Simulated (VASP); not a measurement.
# Rh: single point with PBEsol

The system is Rh.

```
Rh
1.0
     2.70218    0.00000    0.00000
    -1.35109    2.34016    0.00000
     0.00000    0.00000    4.24244
Rh
2
Direct
  0.66667 0.33333 0.75000
  0.33333 0.66667 0.25000
```

This cell differs from its parent crystal: uniaxial strain along c: -2.0 %.

```
Program             : VASP 6.6.1
Task                : single point
Functional          : PBEsol
Potentials or basis : VASP PAW PBE potentials, release 64 (Rh_pv)
Cutoff              : 520 eV
k mesh              : 24 × 24 × 12
Occupations         : gaussian, width 0.1 eV
Spin                : no spin polarisation
```

```
Pressure               : 3.5 GPa
Band gap on the k mesh : zero (band 15 reaches 13.00 eV, above the bottom of band 16 at 10.49 eV)
```

Stress tensor (GPa, compression positive):
```
0.57 0.00 0.00
0.00 0.57 0.00
0.00 0.00 9.33
```

Levels at points of the mesh, in eV from the Fermi level:
| k point | band 11 | band 12 | band 13 | band 14 | band 15 | band 16 | band 17 | band 18 | band 19 | band 20 |
| --- | --- | --- | --- | --- | --- | --- | --- | --- | --- | --- |
| (0.00, 0.00, 0.00) | -3.03 | -2.60 | -2.60 | -2.23 | -2.23 | 0.11 | 0.11 | 0.91 | 9.24 | 15.62 |
| (0.50, 0.00, 0.00) | -2.71 | -2.41 | -2.23 | 0.28 | 0.66 | 0.75 | 2.99 | 5.11 | 10.50 | 11.22 |
| (0.00, 0.00, 0.50) | -3.39 | -3.39 | -3.27 | -3.27 | -0.46 | -0.46 | -0.46 | -0.46 | 14.98 | 14.98 |
| (0.50, 0.00, 0.50) | -1.89 | -1.89 | -0.39 | -0.39 | 0.52 | 0.52 | 2.61 | 2.61 | 9.44 | 9.44 |

It took 73 s on 1 thread of Intel(R) Xeon(R) 6975P-C (Granite Rapids), with other jobs on the host, peak memory 0.29 GiB.

Caveat: the cell differs from its parent crystal (uniaxial strain along c: -2.0 %); the PAW data sets were made with another functional, which shifts forces and pressure a little.
